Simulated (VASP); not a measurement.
# PtS2 (P-3m1) in VASP: a series of runs

PtS2 is run at these levels: PBE; tasks: single point, relaxation of volume and atoms at fixed shape.

Everything below comes from runs of VASP 6.6.1. Logs are shortened: lines on timing, memory, paths and dates and some standing lists are left out, and cuts for length are marked.

## Step 1: The cell of the first run

It takes space group P-3m1 (No. 164, trigonal). The conventional cell has a = 3.543 Å, b = 3.543 Å, c = 5.039 Å, α = 90.00°, β = 90.00°, γ = 120.00°. Within 3.2 Å of Pt (site symmetry -3m) lie 6 S at 2.40 Å. Within 3.2 Å of S (site symmetry 3m) lie 3 Pt at 2.40 Å.

## Step 2: Single point, PBE

INCAR

```
SYSTEM = PtS2
ALGO = Normal
EDIFF = 1E-6
ENCUT = 500
GGA = PE
GGA_COMPAT = .FALSE.
ISIF = 2
ISMEAR = 0
LASPH = .TRUE.
LCHARG = .FALSE.
LREAL = .FALSE.
LWAVE = .FALSE.
NBANDS = 18
NELM = 120
PREC = Accurate
SIGMA = 0.1
```

KPOINTS

```
k-points
0
G
  3 3 2
  0 0 0
```

POSCAR

```
PtS2
1.0
    3.5431994758      0.0000000000      0.0000000000
   -1.7715997379      3.0685007567      0.0000000000
    0.0000000000      0.0000000000      5.0388000000
Pt S
1 2
Direct
    0.7900000000      0.8670000000      0.2350000000
    1.1233333333      1.5336666667      0.4850000000
    1.4566666667      1.2003333333      0.9850000000
```

Potentials or basis: VASP PAW PBE potentials, release 64 (Pt, S).

On the command line:

```bash
$ cat potpaw_PBE.64/Pt/POTCAR potpaw_PBE.64/S/POTCAR > POTCAR
$ mpirun -np 1 vasp_std > vasp.out
```

OUTCAR:

```text
SYSTEM = PtS2
   EDIFF = 1E-6
   ENCUT = 500
   GGA = PE
   ISIF = 2
   ISMEAR = 0
   LASPH = .TRUE.
   LREAL = .FALSE.
   NELM = 120
   PREC = Accurate

 ion  position               nearest neighbor table
   1  0.790  0.867  0.235-   2 2.40   3 2.40   3 2.40   2 2.40   2 2.40   3 2.40
   2  0.123  0.534  0.485-   1 2.40   1 2.40   1 2.40
   3  0.457  0.200  0.985-   1 2.40   1 2.40   1 2.40

  LATTYP: Found a hexagonal cell.
 ALAT       =     3.5431994758
 C/A-ratio  =     1.4221045229

  Lattice vectors:

 A1 = (   3.5431994758,   0.0000000000,   0.0000000000)
 A2 = (  -1.7715997379,   3.0685007567,   0.0000000000)
 A3 = (   0.0000000000,   0.0000000000,   5.0388000000)

Analysis of symmetry for initial positions (statically):
=====================================================================
 Subroutine PRICEL returns:
 Original cell was already a primitive cell.

 Routine SETGRP: Setting up the symmetry group for a
 hexagonal supercell.

 Subroutine GETGRP returns: Found 12 space group operations
 (whereof  1 operations were pure point group operations)
 out of a pool of 24 trial point group operations.

The static configuration has the point symmetry C_1 .
 The point group associated with its full space group is D_3d.

Analysis of symmetry for dynamics (positions and initial velocities):
=====================================================================
 Subroutine PRICEL returns:
 Original cell was already a primitive cell.

 Routine SETGRP: Setting up the symmetry group for a
 hexagonal supercell.

 Subroutine GETGRP returns: Found 12 space group operations
 (whereof  1 operations were pure point group operations)
 out of a pool of 24 trial point group operations.

The dynamic configuration has the point symmetry C_1 .
 The point group associated with its full space group is D_3d.

 Subroutine INISYM returns: Found 12 space group operations
 (whereof  1 operations are pure point group operations),
 and found     1 'primitive' translations

----------------------------------------------------------------------------------------

                                     Primitive cell

  volume of cell :      54.7834

  direct lattice vectors                    reciprocal lattice vectors
     3.543199476  0.000000000  0.000000000     0.282230794  0.162946025  0.000000000
    -1.771599738  3.068500757  0.000000000     0.000000000  0.325892049  0.000000000
     0.000000000  0.000000000  5.038800000     0.000000000  0.000000000  0.198459951
[... 67 lines left out ...]
   EDIFF  = 0.1E-05   stopping-criterion for ELM
   LREAL  =      F    real-space projection
   EDIFFG = 0.1E-04   stopping-criterion for IOM
   NSW    =      0    number of steps for IOM
   IBRION =     -1    ionic relax: 0-MD 1-quasi-New 2-CG
   NFREE  =      0    steps in history (QN), initial steepest desc. (CG)
   ISIF   =      2    stress and relaxation
   ISYM   =      2    0-nonsym 1-usesym 2-fastsym
   POTIM  = 0.5000    time-step for ionic-motion
   TEBEG  =    0.0;   TEEND  =   0.0 temperature during run
   PSTRESS=    0.0 pullay stress
   NELECT =      22.0000    total number of electrons
   NUPDOWN=      -1.0000    fix difference up-down
   EMIN   =  10.00;   EMAX   =-10.00  energy-range for DOS
   EFERMI =   0.00;   METHOD = LEGACY
   ISMEAR =     0;   SIGMA  =   0.10  broadening in eV -4-tet -1-fermi 0-gaus
   EFERMI_NEDOS =   21; number of points for ismear=-14 and -15
   IALGO  =     38    algorithm
   IMIX   =      4    mixing-type and parameters
     AMIX     =   0.40;   BMIX     =  1.00
     AMIX_MAG =   1.60;   BMIX_MAG =  1.00
  volume/ion in A,a.u.               =      18.26       123.23
  Fermi-wavevector in a.u.,A,eV,Ry     =   1.207812  2.282434 19.848319  1.458810
  Thomas-Fermi vector in A             =   2.343439
   LORBIT       =      0    0 simple, 1 ext, 2 COOP (PROOUT), +10 PAW based schemes
   GGA     = PE    functional components
   LHFCALC =     F    Hartree Fock is set to
   AEXX    =    0.0000 exact exchange contribution
   IVDW    =     0    specifies the selected vdW correction
   LEPSILON=     F    determine dielectric tensor
   LRPA    =     F    only Hartree local field effects (RPA)
 non-spin polarized calculation
 Gauss-broadening in eV      SIGMA  =   0.10
  energy-cutoff  :      500.00
  volume of cell :       54.78
 maximum number of plane-waves:      1411
 NGX is ok and might be reduce to    28
   NGX = 13   NGY = 13   NGZ = 19

 number of electron      22.0000001 magnetization

 Free energy of the ion-electron system (eV)
  ---------------------------------------------------
  ext. energy  EPLUGINS =         0.00000000
  ---------------------------------------------------
  free energy    TOTEN  =       -15.43259990 eV

  energy without entropy =      -15.43259540  energy(sigma->0) =      -15.43259765

 E-fermi :   7.1266     XC(G=0): -10.6944

 val. band max:        6.8568193468   @ k =   0.0000   0.0000   0.0000
 cond. band min:       7.4196651289   @ k =   0.3333   0.3333   0.0000
 fundamental gap:      0.5628457821
 Fermi energy:         7.1265906810

 k-point     1 :       0.0000    0.0000    0.0000
  band No.  band energies     occupation
      1      -8.3910      2.00000
      2      -5.5744      2.00000
      3      -0.2102      2.00000
      4       0.4328      2.00000
      5       0.4328      2.00000
      6       3.0662      2.00000
[... 103 lines left out ...]
      5       0.7964      2.00000
      6       2.4911      2.00000
[... 10 lines left out ...]
     17      14.8181      0.00000
     18      17.4134      0.00000

------------------------ aborting loop because EDIFF is reached ----------------------------------------

  FORCE on cell =-STRESS in cart. coord.  units (eV):
  Direction    XX          YY          ZZ          XY          YZ          ZX
  --------------------------------------------------------------------------------------
  -------------------------------------------------------------------------------------
  Total        0.8037311      0.8037311      0.0665790     -0.0000000      0.0000000     -0.0000000
  in kB       23.5056567     23.5056567      1.9471477     -0.0000000      0.0000000     -0.0000000
  external PRESSURE =      16.3194871 kB  Pullay stress =       0.0000000 kB

 VOLUME and BASIS-vectors are now :
 -----------------------------------------------------------------------------
  energy-cutoff  :      500.00
  volume of cell :       54.78
      direct lattice vectors                 reciprocal lattice vectors
     3.543199476  0.000000000  0.000000000     0.282230794  0.162946025  0.000000000
    -1.771599738  3.068500757  0.000000000     0.000000000  0.325892049  0.000000000
     0.000000000  0.000000000  5.038800000     0.000000000  0.000000000  0.198459951

 POSITION                                       TOTAL-FORCE (eV/Angst)
 -----------------------------------------------------------------------------------
      1.26315      2.66039      1.18412         0.000000     -0.000000      0.000000
     -0.50845      1.63756      2.44382         0.000000     -0.000000     -0.556591
      1.26315      0.61472      4.96322        -0.000000      0.000000      0.556591
 -----------------------------------------------------------------------------------
    total drift:                               -0.000000      0.000001     -0.000007

  FREE ENERGIE OF THE ION-ELECTRON SYSTEM (eV)
  ---------------------------------------------------
  free  energy   TOTEN  =       -15.4325998984 eV

  energy  without entropy=      -15.4325954000  energy(sigma->0) =      -15.43259765
```

stdout:

```text
POSCAR found type information on POSCAR PtS
 POSCAR found :  2 types and       3 ions
 scaLAPACK will be used
 LDA part: xc-table for (Slater+PW92), standard interpolation
 POSCAR, INCAR and KPOINTS ok, starting setup
 FFT: planning ... GRIDC
 FFT: planning ... GRID_SOFT
 FFT: planning ... GRID
 WAVECAR not read
 entering main loop
```

It took 10 s on 1 thread of Intel Xeon 6975P-C, shared host; peak memory 0.17 GiB.

Results:

```
Free energy            : -15.4326 eV
Pressure               : 1.6 GPa
Largest force          : 0.557 eV/Å
Band gap on the k mesh : 0.56 eV, indirect (least direct gap 1.77 eV)
```

Forces on the atoms (eV/Å):
```
Pt   0.000  0.000  0.000
S    0.000  0.000 -0.557
S    0.000  0.000  0.557
```

Caveat: the k points lie up to 0.68 Å⁻¹ apart; spin-orbit coupling is left out, which moves the levels of the heavy elements.

[end of part 1 of 2]
